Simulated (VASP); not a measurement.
LaP, 2 atoms in the cell. It takes space group Fm-3m (No. 225, cubic). Conventional cell: a = 6.071 Å, b = 6.071 Å, c = 6.071 Å, α = 90.00°, β = 90.00°, γ = 90.00°. Within 4.0 Å of La (site symmetry m-3m) lie 6 P at 3.04 Å. Within 4.0 Å of P (site symmetry m-3m) lie 6 La at 3.04 Å. 

* Program: VASP 6.6.1
* Task: single point
* Functional: r2SCAN
* Potentials or basis: VASP PAW PBE potentials, release 64 (La, P)
* Cutoff: 520 eV
* k mesh: 10 × 10 × 10
* Occupations: gaussian, width 0.01 eV
* Spin: no spin polarisation
* Dipole correction: no
* Further INCAR settings: ALGO = Normal; EDIFF = 1e-06; NBANDS = 15

Potentials or basis: VASP PAW PBE potentials, release 64 (La, P).

Command:

```console
$ cat potpaw_PBE.64/La/POTCAR potpaw_PBE.64/P/POTCAR > POTCAR
$ cp INCAR.step1 INCAR
$ mpirun -np 1 vasp_std > vasp.out
$ cp INCAR.step2 INCAR
$ mpirun -np 1 vasp_std > vasp.out
```

Hardware: 1 thread of Intel Xeon 8259CL, on a shared host.

Task: Estimate the wall time of this run.

Result: It took 12 min on 1 thread of Intel Xeon 8259CL (shared host), peak memory 0.2 GiB. Counts: k points 47.
